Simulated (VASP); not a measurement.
Wanted: the native input for a VASP 6.6.1 run.

- Task: single point
- Functional: PBE
- Dispersion: D3(BJ)
- Potentials or basis: VASP PAW PBE potentials, release 64 (O, C)
- Cutoff: 520 eV
- k mesh: 1 × 1 × 1
- Occupations: fermi-dirac, width 0.02 eV
- Spin: collinear spin
- Starting moments: [1.0, 1.0, 1.0, 1.0, 1.0, 1.0, 0.0, 0.0, 0.0, 0.0, 0.0, 0.0, 0.0, 0.0, 0.0] μB
- Dipole correction: no
- Further INCAR settings: LREAL = Auto; ALGO = Normal; EDIFF = 1e-06; NBANDS = 59

The structure of CO4 lies in POSCAR:

```
CO4
1.0
    7.1977620000      0.0000000000      0.0000000000
    0.0000000000      7.1977620000      0.0000000000
    0.0000000000      0.0000000000      7.1977620000
O C
12 3
Direct
    0.3518493973      0.5648165834      0.4847259616
    0.3426021115      0.5001125844      0.3283449733
   -0.1140309381      0.7257911337      0.5983715247
   -0.1101095871      0.6518093989      0.4459720357
    0.6592925013      0.0776683432      0.3370336931
    0.6926472297      0.2138051924      0.2423297405
    0.8727328186      0.0910472575      0.8714592455
    0.6831187793      0.3089540738      0.7219585981
    0.4934021268      0.6593991406      0.9463882294
    0.2236871275      0.4860751661      0.8910739322
    0.1520136088      0.1318253286      0.5366838647
    0.3306116643      0.0397299698      0.7933311620
    0.7779415925      0.1999241147      0.7968572238
    0.3587330110      0.5727161754      0.9189867805
    0.2410422565      0.0860297375      0.6653335350
```

The input as run:

INCAR

```
ALGO = Normal
EDIFF = 1E-6
ENCUT = 520
GGA = PE
ISIF = 2
ISMEAR = -1
ISPIN = 2
IVDW = 12
LASPH = True
LCHARG = False
LORBIT = 11
LREAL = Auto
LWAVE = False
MAGMOM = 1 1 1 1 1 1 0 0 0 0 0 0 0 0 0
NBANDS = 59
NELM = 150
PREC = Accurate
SIGMA = 0.02
```

KPOINTS

```
k-points
0
Gamma
  1 1 1
```

Potentials or basis: VASP PAW PBE potentials, release 64 (O, C).

Command:

```console
$ cat potpaw_PBE.64/O/POTCAR potpaw_PBE.64/C/POTCAR > POTCAR
$ mpirun -np 1 vasp_gam > vasp.out
```

It gave:

```yaml
Pressure: 0.7 GPa
Largest_force: 1.117 eV/Å
Band_gap_on_the_k_mesh: 1.98 eV
Net_moment: 6.00 μB per cell
Site_moments: O +0.81, +0.80, +0.00; C +0.00, -0.00 μB
Valence_electrons_inside_the_program's_atomic_spheres: O 4.91, 5.15, 5.14; C 2.75, 2.74
Dispersion_energy_per_atom: -0.035 eV
```

Caveat: the k points lie up to 0.87 Å⁻¹ apart; the standard files for N, O and F lose accuracy on very short bonds.

It took 67 s on 1 thread of Intel(R) Xeon(R) Platinum 8375C CPU @ 2.90GHz (Ice Lake) (shared host), peak memory 0.47 GiB.
